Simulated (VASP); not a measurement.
Input of a VASP 6.6.1 run:

INCAR

```
ALGO = Normal
EDIFF = 1E-7
ENCUT = 520
GGA = PE
ISIF = 2
ISMEAR = 0
LASPH = T
LCHARG = F
LREAL = F
LWAVE = F
NBANDS = 41
NELM = 80
PREC = Accurate
SIGMA = 0.02
```

KPOINTS

```
k-points
0
Gamma
  6 6 6
```

Contents of POSCAR:

```
BeZn3Te4
1.0
   -3.0250219000      3.0250219000      6.0379288000
    3.0250219000     -3.0250219000      6.0379288000
    3.0250219000      3.0250219000     -6.0379288000
Be Zn Te
1 3 4
Direct
    0.5000000000      0.5000000000      0.0000000000
    0.0000000000      0.0000000000      0.0000000000
    0.2500000000      0.7500000000      0.5000000000
    0.7500000000      0.2500000000      0.5000000000
    0.8544870000      0.8544870000      0.4707150000
    0.3837720000      0.3837720000      0.5292850000
    0.1455130000      0.6162280000      0.0000000000
    0.6162280000      0.1455130000      0.0000000000
```

Potentials or basis: VASP PAW PBE potentials, release 64 (Be, Zn, Te).

Run with:

```bash
$ cat potpaw_PBE.64/Be/POTCAR potpaw_PBE.64/Zn/POTCAR potpaw_PBE.64/Te/POTCAR > POTCAR
$ mpirun -np 1 vasp_std > vasp.out
```

Question: Predict the pressure.

Answer: 0.1 GPa.

Question: What does it give for the largest force?

Answer: 0.007 eV/Å.

Question: Predict the band gap on the k mesh.

Answer: 1.61 eV.

Forces on the atoms (eV/Å):
```
Be   0.000  0.000  0.000
Zn   0.000  0.000  0.000
Zn   0.000  0.000  0.000
Zn   0.000  0.000  0.000
Te  -0.005 -0.005 -0.002
Te   0.005  0.005 -0.002
Te  -0.005  0.005  0.002
Te   0.005 -0.005  0.002
```

Caveat: spin-orbit coupling is left out, which moves the levels of the heavy elements. A k mesh can miss the band edges.
